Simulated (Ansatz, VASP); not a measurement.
**HfSc2O3 in VASP and in Ansatz**

Contents of INCAR:

```
ALGO = Normal
EDIFF = 1E-7
ENCUT = 520
GGA = PE
ISIF = 2
ISMEAR = 0
ISPIN = 2
LASPH = T
LCHARG = T
LELF = T
LMAXMIX = 4
LORBIT = 11
LREAL = F
LVHAR = T
LWAVE = F
MAGMOM = 0 1 1 0 0 0
NBANDS = 38
NELM = 150
PREC = Accurate
SIGMA = 0.1
```

File KPOINTS:

```
k-points
0
Gamma
  6 6 6
```

The input POSCAR:

```
HfSc2O3
1.0
    5.2435589223      0.0000000000      0.0000000000
   -2.6217794612      4.5410552330      0.0000000000
    0.0000000000      0.0000000000      3.0781419140
Hf Sc O
1 2 3
Direct
    0.0000000000      0.0000000000      0.0000000000
    0.3333333333      0.6666666667      0.5000000000
    0.6666666667      0.3333333333      0.5000000000
    0.5000000000      0.0000000000      0.0000000000
    0.0000000000      0.5000000000      0.0000000000
    0.5000000000      0.5000000000      0.0000000000
```

Input for Ansatz:

```yaml
crystal:
  lattice:
    - [5.2435589223, 0.0, 0.0]
    - [-2.6217794612, 4.541055233, 0.0]
    - [0.0, 0.0, 3.078141914]
  atoms:
    - { symbol: Hf, position: [0.0, 0.0, 0.0] }
    - { symbol: Sc, position: [0.3333333333, 0.6666666667, 0.5], spin: 1.0 }
    - { symbol: Sc, position: [0.6666666667, 0.3333333333, 0.5], spin: 1.0 }
    - { symbol: O, position: [0.5, 0.0, 0.0] }
    - { symbol: O, position: [0.0, 0.5, 0.0] }
    - { symbol: O, position: [0.5, 0.5, 0.0] }
basis:
  ecutwfc: 420
kpoints:
  mp_grid: { grid: [6, 6, 6] }
hamiltonian:
  xc: pbe
scf:
  occupations: { method: gaussian, width: 0.1 }
  lower_state_search: "off"
output:
  forces: true
  stress: true
  eigenvalues: true
  populations: true
magnetization:
  spin_polarized: true
```

Alike in both runs: task single point; functional PBE; k mesh 6 × 6 × 6; occupations gaussian, width 0.1 eV; collinear spin.

```csv
,VASP,Ansatz
version,VASP 6.6.1,Ansatz 0.2.0
potentials or method,"VASP PAW PBE potentials, release 64 (Hf_pv, Sc_sv, O), cutoff 520 eV","scalar-relativistic, plane waves, PAW"
valence electrons in the cell,50,66
```

```tsv
	VASP	Ansatz	Ansatz less VASP
gap on the k mesh at the Fermi level (eV)	none	none	-
pressure (GPa)	0.4	0.0	-0.41
traceless stress, the component that is largest in VASP (GPa)	0.51	-0.11	-0.626
net moment per atom (μB)	0.00	0.00	0.000
```

A gap of «none» marks a metal or a gap that the smearing closes. The functional is the same, so the differences come from potentials, cutoffs and numerics. VASP's potentials hold 50 valence electrons a cell and Ansatz's 66, so a difference there can come from the potentials and not from the codes. Ansatz's warnings: seeded moment not kept.

Spin-orbit coupling is off throughout.
